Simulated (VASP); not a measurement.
# Be2C (Fm-3m) in VASP: further runs

Aim: see how the results for Be2C move with the level of theory and the settings. Levels: LDA, PBE+D4. Tasks: single point, relaxation of cell and atoms.

Program: VASP 6.6.1. These are calculated values, not measurements. Logs are shortened: lines on timing, memory, paths and dates and some standing lists are left out, and cuts for length are marked.

### 1 The cell of the first run

The structure is cubic, space group Fm-3m (No. 225). Conventional cell: a = 4.268 Å, b = 4.268 Å, c = 4.268 Å, α = 90.00°, β = 90.00°, γ = 90.00°. Be (site symmetry -43m) has 4 C at 1.85 Å and 6 Be at 2.13 Å within 2.5 Å. Within 2.5 Å of C (site symmetry m-3m) lie 8 Be at 1.85 Å.

### 2 Single point, LDA

The input, INCAR:

```
SYSTEM = Be2C
  PREC = Accurate
  ENCUT = 600
  EDIFF = 1E-6
  ISMEAR = 0
  SIGMA = 0.01
  LREAL = .FALSE.
  LASPH = .TRUE.
  NELM = 120
  ALGO = Normal
  ISIF = 2
  LWAVE = .FALSE.
  LCHARG = .FALSE.
  NBANDS = 11
  GGA_COMPAT = .FALSE.
```

The input, KPOINTS:

```
regular mesh
0
G
  6 6 6
  0 0 0
```

The input, POSCAR:

```
Be2C
1.0
    0.0000000000      2.1340865665      2.1340865665
    2.1340865665      0.0000000000      2.1340865665
    2.1340865665      2.1340865665      0.0000000000
Be C
2 1
Direct
    0.2500000000      0.2500000000      0.2500000000
    0.7500000000      0.7500000000      0.7500000000
    0.0000000000      0.0000000000      0.0000000000
```

Potentials or basis: VASP PAW LDA potentials, release 64 (Be, C).

Launch:

```bash
> cat potpaw_LDA.64/Be/POTCAR potpaw_LDA.64/C/POTCAR > POTCAR
> mpirun -np 1 vasp_std > vasp.out
```

OUTCAR:

```text
SYSTEM = Be2C
   PREC = Accurate
   ENCUT = 600
   EDIFF = 1E-6
   ISMEAR = 0
   LREAL = .FALSE.
   LASPH = .TRUE.
   NELM = 120
   ISIF = 2

 ion  position               nearest neighbor table
   1  0.250  0.250  0.250-   3 1.85   3 1.85   3 1.85   3 1.85   2 2.13   2 2.13   2 2.13   2 2.13
                             2 2.13   2 2.13
   2  0.750  0.750  0.750-   3 1.85   3 1.85   3 1.85   3 1.85   1 2.13   1 2.13   1 2.13   1 2.13
                             1 2.13   1 2.13
   3  0.000  0.000  0.000-   2 1.85   2 1.85   2 1.85   1 1.85   1 1.85   1 1.85   2 1.85   1 1.85

  LATTYP: Found a face centered cubic cell.
 ALAT       =     4.2681731330

  Lattice vectors:

 A1 = (   0.0000000000,   2.1340865665,   2.1340865665)
 A2 = (   2.1340865665,   0.0000000000,   2.1340865665)
 A3 = (   2.1340865665,   2.1340865665,   0.0000000000)

Analysis of symmetry for initial positions (statically):
=====================================================================
 Subroutine PRICEL returns:
 Original cell was already a primitive cell.

 Routine SETGRP: Setting up the symmetry group for a
 face centered cubic supercell.

 Subroutine GETGRP returns: Found 48 space group operations
 (whereof 48 operations were pure point group operations)
 out of a pool of 48 trial point group operations.

The static configuration has the point symmetry O_h .

Analysis of symmetry for dynamics (positions and initial velocities):
=====================================================================
 Subroutine PRICEL returns:
 Original cell was already a primitive cell.

 Routine SETGRP: Setting up the symmetry group for a
 face centered cubic supercell.

 Subroutine GETGRP returns: Found 48 space group operations
 (whereof 48 operations were pure point group operations)
 out of a pool of 48 trial point group operations.

The dynamic configuration has the point symmetry O_h .

 Subroutine INISYM returns: Found 48 space group operations
 (whereof 48 operations are pure point group operations),
 and found     1 'primitive' translations

----------------------------------------------------------------------------------------

                                     Primitive cell

  volume of cell :      19.4386

  direct lattice vectors                    reciprocal lattice vectors
     0.000000000  2.134086567  2.134086567    -0.234292277  0.234292277  0.234292277
     2.134086567  0.000000000  2.134086567     0.234292277 -0.234292277  0.234292277
     2.134086567  2.134086567  0.000000000     0.234292277  0.234292277 -0.234292277

  length of vectors
     3.018054166  3.018054166  3.018054166     0.405806127  0.405806127  0.405806127

  position of ions in fractional coordinates (direct lattice)
     0.250000000  0.250000000  0.250000000
     0.750000000  0.750000000  0.750000000
     0.000000000  0.000000000  0.000000000

  ion indices of the primitive-cell ions
   primitive index   ion index
                 1           1
                 2           2
                 3           3

----------------------------------------------------------------------------------------

 KPOINTS: regular mesh

Automatic generation of k-mesh.
 Grid dimensions read from file:
 generate k-points for:    6    6    6

 Generating k-lattice:

  Cartesian coordinates                     Fractional coordinates (reciprocal lattice)
    -0.039048713  0.039048713  0.039048713     0.166666667  0.000000000  0.000000000
     0.039048713 -0.039048713  0.039048713     0.000000000  0.166666667  0.000000000
     0.039048713  0.039048713 -0.039048713     0.000000000  0.000000000  0.166666667

  Length of vectors
     0.067634354  0.067634354  0.067634354

  Shift w.r.t. Gamma in fractional coordinates (k-lattice)
     0.000000000  0.000000000  0.000000000

 Subroutine IBZKPT returns following result:
 ===========================================

 Found     16 irreducible k-points:

 Following reciprocal coordinates:
            Coordinates               Weight
  0.000000  0.000000  0.000000      1.000000
  0.166667  0.000000  0.000000      8.000000
  0.333333  0.000000  0.000000      8.000000
  0.500000  0.000000  0.000000      4.000000
  0.166667  0.166667  0.000000      6.000000
  0.333333  0.166667  0.000000     24.000000
[... 8 lines left out ...]
 -0.333333  0.333333  0.166667     24.000000
 -0.333333  0.500000  0.166667     12.000000
   k-points           NKPTS =     16   k-points in BZ     NKDIM =     16   number of bands    NBANDS=     11
   number of dos      NEDOS =    301   number of ions     NIONS =      3
   total plane-waves  NPLWV =  13824
   dimension x,y,z NGX =    24 NGY =   24 NGZ =   24
   dimension x,y,z NGXF=    48 NGYF=   48 NGZF=   48
   ions per type =               2   1
   NGX,Y,Z   is equivalent  to a cutoff of  13.22, 13.22, 13.22 a.u.
   NGXF,Y,Z  is equivalent  to a cutoff of  26.44, 26.44, 26.44 a.u.
 SYSTEM =  Be2C
   PREC   = accura    normal or accurate (medium, high low for compatibility)
   ISTART =      0    job   : 0-new  1-cont  2-samecut
   ICHARG =      2    charge: 1-file 2-atom 10-const
   ISPIN  =      1    spin polarized calculation?
   LNONCOLLINEAR =      F non collinear calculations
   LSORBIT =      F    spin-orbit coupling
   LASPH  =      T    aspherical Exc in radial PAW
   ENCUT  =  600.0 eV  44.10 Ry    6.64 a.u.   6.03  6.03  6.03*2*pi/ulx,y,z
   NELM   =    120;   NELMIN=  2; NELMDL= -5     # of ELM steps
   EDIFF  = 0.1E-05   stopping-criterion for ELM
   LREAL  =      F    real-space projection
   EDIFFG = 0.1E-04   stopping-criterion for IOM
   NSW    =      0    number of steps for IOM
   IBRION =     -1    ionic relax: 0-MD 1-quasi-New 2-CG
   NFREE  =      0    steps in history (QN), initial steepest desc. (CG)
   ISIF   =      2    stress and relaxation
   ISYM   =      2    0-nonsym 1-usesym 2-fastsym
   POTIM  = 0.5000    time-step for ionic-motion
   TEBEG  =    0.0;   TEEND  =   0.0 temperature during run
   PSTRESS=    0.0 pullay stress
   NELECT =       8.0000    total number of electrons
   NUPDOWN=      -1.0000    fix difference up-down
   EMIN   =  10.00;   EMAX   =-10.00  energy-range for DOS
   EFERMI =   0.00;   METHOD = LEGACY
   ISMEAR =     0;   SIGMA  =   0.01  broadening in eV -4-tet -1-fermi 0-gaus
   EFERMI_NEDOS =   21; number of points for ismear=-14 and -15
   IALGO  =     38    algorithm
   IMIX   =      4    mixing-type and parameters
     AMIX     =   0.40;   BMIX     =  1.00
     AMIX_MAG =   1.60;   BMIX_MAG =  1.00
  volume/ion in A,a.u.               =       6.48        43.73
  Fermi-wavevector in a.u.,A,eV,Ry     =   1.217726  2.301168 20.175478  1.482856
  Thomas-Fermi vector in A             =   2.353036
   LORBIT       =      0    0 simple, 1 ext, 2 COOP (PROOUT), +10 PAW based schemes
   GGA     = CA    functional components
   LHFCALC =     F    Hartree Fock is set to
   AEXX    =    0.0000 exact exchange contribution
   IVDW    =     0    specifies the selected vdW correction
   LEPSILON=     F    determine dielectric tensor
   LRPA    =     F    only Hartree local field effects (RPA)
 non-spin polarized calculation
 Gauss-broadening in eV      SIGMA  =   0.01
  energy-cutoff  :      600.00
  volume of cell :       19.44
 maximum number of plane-waves:       656
   NGX = 13   NGY = 13   NGZ = 13

 number of electron       7.9999999 magnetization

 Free energy of the ion-electron system (eV)
  ---------------------------------------------------
  ext. energy  EPLUGINS =         0.00000000
  ---------------------------------------------------
  free energy    TOTEN  =       -19.42696800 eV

  energy without entropy =      -19.42696800  energy(sigma->0) =      -19.42696800

 E-fermi :   8.0291     XC(G=0): -11.6913

 val. band max:        7.9485384202   @ k =   0.0000   0.0000   0.0000
 cond. band min:       9.1443895047   @ k =   0.5000   0.5000   0.0000
 fundamental gap:      1.1958510845
 Fermi energy:         8.0290746802

 k-point     1 :       0.0000    0.0000    0.0000
  band No.  band energies     occupation
      1      -7.2283      2.00000
      2       7.9485      2.00000
      3       7.9485      2.00000
      4       7.9485      2.00000
      5      12.0473      0.00000
      6      12.0473      0.00000
      7      12.0473      0.00000
      8      15.2948      0.00000
      9      21.2989      0.00000
     10      21.2989      0.00000
     11      21.2989      0.00000

 k-point     2 :       0.1667    0.0000    0.0000
  band No.  band energies     occupation
      1      -6.7807      2.00000
      2       5.0251      2.00000
      3       7.2192      2.00000
      4       7.2192      2.00000
      5      13.0586      0.00000
      6      13.0586      0.00000
      7      13.7678      0.00000
      8      16.0847      0.00000
      9      19.4958      0.00000
     10      19.4958      0.00000
     11      22.5188      0.00000

 k-point     3 :       0.3333    0.0000    0.0000
  band No.  band energies     occupation
      1      -5.5026      2.00000
      2       1.1634      2.00000
      3       6.3457      2.00000
      4       6.3457      2.00000
      5      13.3358      0.00000
      6      13.3358      0.00000
      7      15.0382      0.00000
      8      17.4007      0.00000
      9      20.4336      0.00000
     10      20.4336      0.00000
     11      24.8057      0.00000
[... 155 lines left out ...]
 k-point    15 :      -0.3333    0.3333    0.1667
  band No.  band energies     occupation
      1      -3.5112      2.00000
      2       0.2062      2.00000
      3       2.8186      2.00000
      4       3.5044      2.00000
      5      13.4140      0.00000
      6      15.3932      0.00000
      7      18.4555      0.00000
      8      19.0809      0.00000
      9      20.1426      0.00000
     10      22.2270      0.00000
     11      26.1638      0.00000

 k-point    16 :      -0.3333    0.5000    0.1667
  band No.  band energies     occupation
      1      -3.2648      2.00000
      2       1.4895      2.00000
      3       1.7717      2.00000
      4       2.4305      2.00000
      5      12.0571      0.00000
      6      15.8370      0.00000
      7      18.2061      0.00000
      8      20.1867      0.00000
      9      22.0702      0.00000
     10      23.4219      0.00000
     11      24.9554      0.00000

------------------------ aborting loop because EDIFF is reached ----------------------------------------

  FORCE on cell =-STRESS in cart. coord.  units (eV):
  Direction    XX          YY          ZZ          XY          YZ          ZX
  --------------------------------------------------------------------------------------
  -------------------------------------------------------------------------------------
  Total        0.0590821      0.0590821      0.0590821      0.0000000      0.0000000      0.0000000
  in kB        4.8696790      4.8696790      4.8696790      0.0000000      0.0000000      0.0000000
  external PRESSURE =       4.8696790 kB  Pullay stress =       0.0000000 kB

 VOLUME and BASIS-vectors are now :
 -----------------------------------------------------------------------------
  energy-cutoff  :      600.00
  volume of cell :       19.44
      direct lattice vectors                 reciprocal lattice vectors
     0.000000000  2.134086567  2.134086567    -0.234292277  0.234292277  0.234292277
     2.134086567  0.000000000  2.134086567     0.234292277 -0.234292277  0.234292277
     2.134086567  2.134086567  0.000000000     0.234292277  0.234292277 -0.234292277

 POSITION                                       TOTAL-FORCE (eV/Angst)
 -----------------------------------------------------------------------------------
      1.06704      1.06704      1.06704        -0.000000     -0.000000     -0.000000
      3.20113      3.20113      3.20113         0.000000      0.000000      0.000000
      0.00000      0.00000      0.00000         0.000000     -0.000000      0.000000
 -----------------------------------------------------------------------------------
    total drift:                               -0.000000     -0.000000     -0.000000

  FREE ENERGIE OF THE ION-ELECTRON SYSTEM (eV)
  ---------------------------------------------------
  free  energy   TOTEN  =       -19.4269679990 eV

  energy  without entropy=      -19.4269679990  energy(sigma->0) =      -19.42696800
```

It used 4.5 s of CPU time on 1 thread of AMD EPYC 7R13 Processor (Zen 3), on a shared host.

Results:

| Quantity | Value |
| --- | --- |
| Free energy | -19.4270 eV |
| Pressure | 0.5 GPa |
| Band gap on the k mesh | 1.20 eV, indirect (least direct gap 4.10 eV) |

Caveat: the k points lie up to 0.42 Å⁻¹ apart. As with any semilocal functional, this LDA gap is likely too small.

[end of part 1 of 2]
